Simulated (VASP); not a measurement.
# Pd (R-3m) in VASP: notebook, part 2 of 2

VASP 6.6.1. Earlier steps stand in the parts before.

## (6) Relaxation of cell and atoms, PBEsol

INCAR reads:

```
ALGO = Normal ; EDIFF = 1E-7
EDIFFG = -0.04 ; ENCUT = 500
GGA = PS ; GGA_COMPAT = F
IBRION = 2 ; ISIF = 3
ISMEAR = 0 ; LASPH = T
LCHARG = F ; LREAL = F
LWAVE = F ; NELM = 120
NELMIN = 4 ; NSW = 90
PREC = Accurate ; SIGMA = 0.1
```

KPOINTS reads:

```
k-points
0
Gamma
  9 9 9
```

POSCAR reads:

```
Pd
1.0
    1.3610687453      0.7858134065      6.7965647420
   -1.3610687453      0.7858134065      6.7965647420
    0.0000000000     -1.5716268129      6.7965647420
Pd
3
Direct
    0.0000000000      0.0000000000      0.0000000000
    0.2224357367      0.2224357367      0.2224357367
    0.7775642633      0.7775642633      0.7775642633
```

Potentials or basis: VASP PAW PBE potentials, release 64 (Pd).

On the command line:

```sh
cat potpaw_PBE.64/Pd/POTCAR > POTCAR
mpirun -np 1 vasp_std > vasp.out
```

OUTCAR:

```text
EDIFF = 1E-7
   EDIFFG = -0.04
   ENCUT = 500
   GGA = PS
   IBRION = 2
   ISIF = 3
   ISMEAR = 0
   LASPH = T
   LREAL = F
   NELM = 120
   NELMIN = 4
   NSW = 90
   PREC = Accurate

 ion  position               nearest neighbor table
   1  0.000  0.000  0.000-   3 2.75   2 2.75   3 2.75   3 2.75   2 2.75   2 2.75
   2  0.222  0.222  0.222-   1 2.75   1 2.75   1 2.75   3 2.76   3 2.76   3 2.76
   3  0.778  0.778  0.778-   1 2.75   1 2.75   1 2.75   2 2.76   2 2.76   2 2.76

  LATTYP: Found a trigonal (rhomboedric) cell.
 ALAT       =     6.9759087674
 COS(alpha) =     0.9238642669

  Lattice vectors:

 A1 = (   1.3610687453,   0.7858134065,   6.7965647420)
 A2 = (  -1.3610687453,   0.7858134065,   6.7965647420)
 A3 = (   0.0000000000,  -1.5716268129,   6.7965647420)

Analysis of symmetry for initial positions (statically):
=====================================================================
 Subroutine PRICEL returns:
 Original cell was already a primitive cell.

 Routine SETGRP: Setting up the symmetry group for a
 trigonal (rhombohedral) supercell.

 Subroutine GETGRP returns: Found 12 space group operations
 (whereof 12 operations were pure point group operations)
 out of a pool of 12 trial point group operations.

The static configuration has the point symmetry D_3d.

Analysis of symmetry for dynamics (positions and initial velocities):
=====================================================================
 Subroutine PRICEL returns:
 Original cell was already a primitive cell.

 Routine SETGRP: Setting up the symmetry group for a
 trigonal (rhombohedral) supercell.

 Subroutine GETGRP returns: Found 12 space group operations
 (whereof 12 operations were pure point group operations)
 out of a pool of 12 trial point group operations.

The dynamic configuration has the point symmetry D_3d.

 Subroutine INISYM returns: Found 12 space group operations
[... 121 lines left out ...]
  Fermi-wavevector in a.u.,A,eV,Ry     =   1.445113  2.730868 28.413754  2.088352
  Thomas-Fermi vector in A             =   2.563332
   LORBIT       =      0    0 simple, 1 ext, 2 COOP (PROOUT), +10 PAW based schemes
   GGA     = PS    functional components
   LHFCALC =     F    Hartree Fock is set to
   AEXX    =    0.0000 exact exchange contribution
   IVDW    =     0    specifies the selected vdW correction
   LEPSILON=     F    determine dielectric tensor
   LRPA    =     F    only Hartree local field effects (RPA)
 conjugate gradient relaxation of ions
 non-spin polarized calculation
 Gauss-broadening in eV      SIGMA  =   0.10
  energy-cutoff  :      500.00
  volume of cell :       43.62
 maximum number of plane-waves:      1127
 NGX is ok and might be reduce to    54
   NGX = 25   NGY = 25   NGZ = 25

--------------------------------------- Ionic step        1  -------------------------------------------

 number of electron      29.9999996 magnetization

 Free energy of the ion-electron system (eV)
  ---------------------------------------------------
  ext. energy  EPLUGINS =         0.00000000
  ---------------------------------------------------
  free energy    TOTEN  =       -17.83701402 eV

  energy without entropy =      -17.79397191  energy(sigma->0) =      -17.81549296

------------------------ aborting loop because EDIFF is reached ----------------------------------------

  FORCE on cell =-STRESS in cart. coord.  units (eV):
  Direction    XX          YY          ZZ          XY          YZ          ZX
  --------------------------------------------------------------------------------------
  -------------------------------------------------------------------------------------
  Total        0.2272473      0.2272473     -0.1328654      0.0000000     -0.0000000     -0.0000000
  in kB        8.3477428      8.3477428     -4.8807035      0.0000000     -0.0000000     -0.0000000
  external PRESSURE =       3.9382607 kB  Pullay stress =       0.0000000 kB
[... 98 lines left out ...]
--------------------------------------- Ionic step        4  -------------------------------------------

 number of electron      29.9999998 magnetization

 Free energy of the ion-electron system (eV)
  ---------------------------------------------------
  ext. energy  EPLUGINS =         0.00000000
  ---------------------------------------------------
  free energy    TOTEN  =       -17.83806999 eV

  energy without entropy =      -17.79492309  energy(sigma->0) =      -17.81649654

 E-fermi :   9.8598     XC(G=0): -13.4645

 val. band max:        9.8562842822   @ k =  -0.4444   0.2222   0.1111
 cond. band min:       9.8684285090   @ k =  -0.2222   0.2222   0.1111
 fundamental gap:      0.0121442268
 Fermi energy:         9.8597655834

 k-point     1 :       0.0000    0.0000    0.0000
  band No.  band energies     occupation
      1       2.5044      2.00000
      2       4.4833      2.00000
      3       4.4866      2.00000
      4       6.8712      2.00000
      5       6.9178      2.00000
      6       6.9178      2.00000
[... 505 lines left out ...]
      6       6.3034      2.00000
[... 11 lines left out ...]
     18      14.9123      0.00000
     19      18.1582      0.00000

 [... further k-points ...]
[... 5 lines left out ...]
  --------------------------------------------------------------------------------------
  -------------------------------------------------------------------------------------
  Total        0.0232315      0.0232315      0.0831332      0.0000000      0.0000000      0.0000000
  in kB        0.8525864      0.8525864      3.0509541      0.0000000      0.0000000      0.0000000
  external PRESSURE =       1.5853756 kB  Pullay stress =       0.0000000 kB
[... 18 lines left out ...]
  FREE ENERGIE OF THE ION-ELECTRON SYSTEM (eV)
  ---------------------------------------------------
  free  energy   TOTEN  =       -17.8380699870 eV

  energy  without entropy=      -17.7949230864  energy(sigma->0) =      -17.81649654

 reached required accuracy - stopping structural energy minimisation
```

OSZICAR:

```text
N       E                     dE             d eps       ncg     rms          rms(c)
DAV:   1     0.185028234380E+03    0.18503E+03   -0.15050E+04  3230   0.149E+03
DAV:   2    -0.142211111347E+02   -0.19925E+03   -0.18991E+03  3491   0.332E+02
DAV:   3    -0.189545309825E+02   -0.47334E+01   -0.45682E+01  3480   0.553E+01
DAV:   4    -0.189951178516E+02   -0.40587E-01   -0.40546E-01  3465   0.505E+00
[... 34 lines left out ...]
DAV:   3    -0.178381681380E+02    0.58096E-03   -0.88257E-04  3352   0.212E-01    0.860E-02
DAV:   4    -0.178383795091E+02   -0.21137E-03   -0.24977E-03  3578   0.387E-01    0.208E-01
DAV:   5    -0.178380747396E+02    0.30477E-03   -0.19340E-03  3499   0.345E-01    0.235E-02
DAV:   6    -0.178380700226E+02    0.47170E-05   -0.33697E-05  3377   0.453E-02    0.527E-03
DAV:   7    -0.178380699870E+02    0.35598E-07   -0.71790E-07  3451   0.713E-03
   4 F= -.17838070E+02 E0= -.17816497E+02  d E =-.292298E-03
```

CONTCAR:

```text
Pd
   1.00000000000000
     1.3661372457045464    0.7887397065726610    6.7525843633728222
    -1.3661372457045464    0.7887397065726610    6.7525843633728222
     0.0000000000000000   -1.5774794130455980    6.7525843633728977
  Pd
     3
Direct
     0.0000000000000000    0.0000000000000000    0.0000000000000000
     0.2223913538920510    0.2223913538920510    0.2223913538920510
     0.7776086461079491    0.7776086461079491    0.7776086461079491

  0.00000000E+00  0.00000000E+00  0.00000000E+00
  0.00000000E+00  0.00000000E+00  0.00000000E+00
  0.00000000E+00  0.00000000E+00  0.00000000E+00
```

It took 8.8 min on 1 thread of Intel Xeon 6975P-C (Granite Rapids), shared host; peak memory 0.42 GiB.

What came out:

```yaml
Free_energy: -17.8381 eV
Relaxed_volume: 14.55 Å³/atom
Relaxed_cell: a = 6.934 Å, b = 6.934 Å, c = 6.934 Å, α = 22.72°, β = 22.72°, γ = 22.72°
Space_group_after_relaxing_to_0.1_Å: R-3m (No. 166)
Energy_gained_by_relaxing: 0.4 meV/atom
Ionic_steps: 4
Pressure_after_relaxing: 0.2 GPa
Largest_force_after_relaxing: 0.007 eV/Å
Band_gap_on_the_k_mesh: zero (bands 15 and 16 overlap by 1.18 eV)
```

Forces on the atoms (eV/Å):
```
Pd   0.000  0.000  0.000
Pd   0.000  0.000  0.007
Pd   0.000  0.000 -0.007
```

Step by step:
| step | energy change (eV) | largest force (eV/Å) | pressure (GPa) | volume (Å³) |
| --- | --- | --- | --- | --- |
| 1 | 0.0000 | 0.0126 | 0.39 | 43.62 |
| 2 | -0.0007 | 0.0003 | -0.67 | 43.84 |
| 3 | -0.0008 | 0.0024 | -0.46 | 43.79 |
| 4 | -0.0011 | 0.0067 | 0.16 | 43.66 |

Final structure:
```yaml
crystal:
  lattice:
    - [1.36614, 0.78874, 6.75258]
    - [-1.36614, 0.78874, 6.75258]
    - [0.00000, -1.57748, 6.75258]
  atoms:
    - { symbol: Pd, position: [0.00000, 0.00000, 0.00000] }
    - { symbol: Pd, position: [0.22239, 0.22239, 0.22239] }
    - { symbol: Pd, position: [0.77761, 0.77761, 0.77761] }
```

Caveat: the PAW data sets were made with another functional, which shifts forces and pressure a little.

## (7) Overview

```tsv
task	cell	k mesh	gap on the mesh (eV)	pressure (GPa)	relaxed volume (Å³/atom)	largest force (eV/Å)
single point	a = 6.976 Å, angles 22.5°, 3 atoms	6 × 6 × 6	none	-0.4	-	-
single point	a = 6.951 Å, angles 22.7°, 3 atoms	9 × 9 × 9	none	-0.4	-	0.01
single point	a = 7.268 Å, angles 23.2°, 3 atoms	9 × 9 × 9	none	-22.3	-	0.05
relaxation of cell and atoms	relaxed from a = 7.268 Å, angles 23.2°, 3 atoms	6 × 6 × 6	none	0.0	14.51	0.02
relaxation of cell and atoms	relaxed from a = 6.976 Å, angles 22.5°, 3 atoms	9 × 9 × 9	none	0.2	14.55	0.01
```

Alike in all rows: level PBEsol; potentials or basis VASP PAW PBE potentials, release 64 (Pd); no spin polarisation; cutoff (eV) 500; smearing gaussian 0.1 eV.

Caveats: some runs use coarse meshes; the PAW data sets were made with another functional, which shifts forces and pressure a little; the cell stands under tension (at least some runs); the volume moved by over 15 % at a fixed basis, so the end points are rough (at least some runs).

Absolute energies hang on the potentials; compare differences alone.
